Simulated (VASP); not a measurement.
## PbO: relaxation of shape and atoms at fixed volume with PBE+D3(BJ)

Crystal: PbO.

```
Pb O
1.0
     5.47595    0.00000    0.00000
     0.00000    5.11917    0.00000
     0.00000    0.00000    4.68110
Pb O
4 4
Direct
  0.24786 0.00115 0.25000
  0.75214 0.99885 0.75000
  0.24786 0.49885 0.75000
  0.75214 0.50115 0.25000
  0.84929 0.07405 0.25000
  0.15071 0.92595 0.75000
  0.84929 0.42595 0.75000
  0.15071 0.57405 0.25000
```

```json
{
  "Program": "VASP 6.6.1",
  "Task": "relaxation of shape and atoms at fixed volume",
  "Functional": "PBE",
  "Dispersion": "D3(BJ)",
  "Potentials or basis": "VASP PAW PBE potentials, release 64 (Pb_d, O)",
  "Cutoff": "600 eV",
  "k mesh": "4 × 6 × 6",
  "Occupations": "gaussian, width 0.05 eV",
  "Spin": "no spin polarisation",
  "Dipole correction": "no",
  "Further INCAR settings": "ALGO = Normal; EDIFF = 1e-07; IBRION = 2; EDIFFG = -0.01; NSW = 60; ISIF = 4"
}
```

- Energy gained by relaxing: 7.4 meV/atom
- Ionic steps: 20
- Pressure after relaxing: 7.9 GPa
- Largest force after relaxing: 0.010 eV/Å
- Band gap on the k mesh: 1.78 eV
- Dispersion energy per atom: -0.290 eV

Forces in eV/Å, atoms in the order of the input:
```
Pb  -0.004 -0.008  0.000
Pb   0.004  0.008  0.000
Pb  -0.004  0.008  0.000
Pb   0.004 -0.008  0.000
O   -0.010 -0.001  0.000
O    0.010  0.001  0.000
O   -0.010  0.001  0.000
O    0.010 -0.001  0.000
```

Step by step:
```
step  energy change (eV)  largest force (eV/Å)  pressure (GPa)  volume (Å³)
   1              0.0000                0.6744           10.77       131.22
   2             -0.0489                0.0944            8.53       131.22
   3             -0.0492                0.0778            8.35       131.22
   4             -0.0535                0.0523            8.17       131.22
   5             -0.0535                0.0633            8.14       131.22
   6             -0.0548                0.0564            8.11       131.22
   7             -0.0554                0.0653            8.07       131.22
   8             -0.0563                0.0516            8.04       131.22
   9             -0.0571                0.0366            8.00       131.22
  10             -0.0571                0.0363            8.00       131.22
  11             -0.0575                0.0264            8.00       131.22
  12             -0.0580                0.0166            7.99       131.22
  13             -0.0583                0.0072            7.99       131.22
  14             -0.0585                0.0220            7.99       131.22
  15             -0.0586                0.0175            8.01       131.22
  16             -0.0587                0.0201            8.04       131.22
  17             -0.0588                0.0177            8.01       131.22
  18             -0.0590                0.0123            7.95       131.22
  19             -0.0589                0.0296            7.84       131.22
  20             -0.0591                0.0098            7.92       131.22
```

Final structure:
```cif
data_structure
_symmetry_space_group_name_H-M 'P 1'
_symmetry_Int_Tables_number 1
_cell_length_a 5.4815
_cell_length_b 5.0518
_cell_length_c 4.7387
_cell_angle_alpha 90.000
_cell_angle_beta 90.000
_cell_angle_gamma 90.000
_cell_volume 131.22
loop_
_atom_site_label
_atom_site_type_symbol
_atom_site_fract_x
_atom_site_fract_y
_atom_site_fract_z
_atom_site_occupancy
Pb1 Pb 0.25324 0.00533 0.25000 1
Pb2 Pb 0.74676 0.99467 0.75000 1
Pb3 Pb 0.25324 0.49467 0.75000 1
Pb4 Pb 0.74676 0.50533 0.25000 1
O1 O 0.84763 0.06431 0.25000 1
O2 O 0.15237 0.93569 0.75000 1
O3 O 0.84763 0.43569 0.75000 1
O4 O 0.15237 0.56431 0.25000 1
```

Levels at points of the mesh, in eV from the valence-band top:
| k point | band 38 | band 39 | band 40 | band 41 | band 42 | band 43 |
| --- | --- | --- | --- | --- | --- | --- |
| (0.00, 0.00, 0.00) | -1.43 | -1.02 | -0.14 | 3.75 | 4.01 | 4.43 |
| (0.50, 0.00, 0.00) | -0.46 | -0.33 | -0.09 | 2.85 | 3.21 | 3.31 |
| (0.00, 0.50, 0.00) | -0.86 | -0.04 | -0.04 | 4.49 | 4.49 | 4.69 |
| (0.50, 0.50, 0.00) | -0.49 | -0.19 | -0.19 | 3.47 | 3.47 | 3.97 |
| (0.00, 0.00, 0.50) | -0.67 | -0.10 | -0.10 | 4.37 | 4.37 | 5.30 |
| (0.50, 0.00, 0.50) | -0.38 | -0.34 | -0.34 | 3.45 | 3.45 | 3.65 |
| (0.00, 0.50, 0.50) | -0.40 | -0.40 | -0.40 | 3.47 | 3.47 | 3.47 |
| (0.50, 0.50, 0.50) | -0.52 | -0.52 | -0.52 | 2.64 | 2.64 | 2.64 |

Run time: 88 min on 1 thread of Oxide Virtual Turin-like Processor, on a shared host, peak memory 0.43 GiB.

Caveat: spin-orbit coupling is left out, which moves the levels of the heavy elements. Expect the measured gap to be larger: semilocal functionals such as PBE lack the derivative discontinuity.
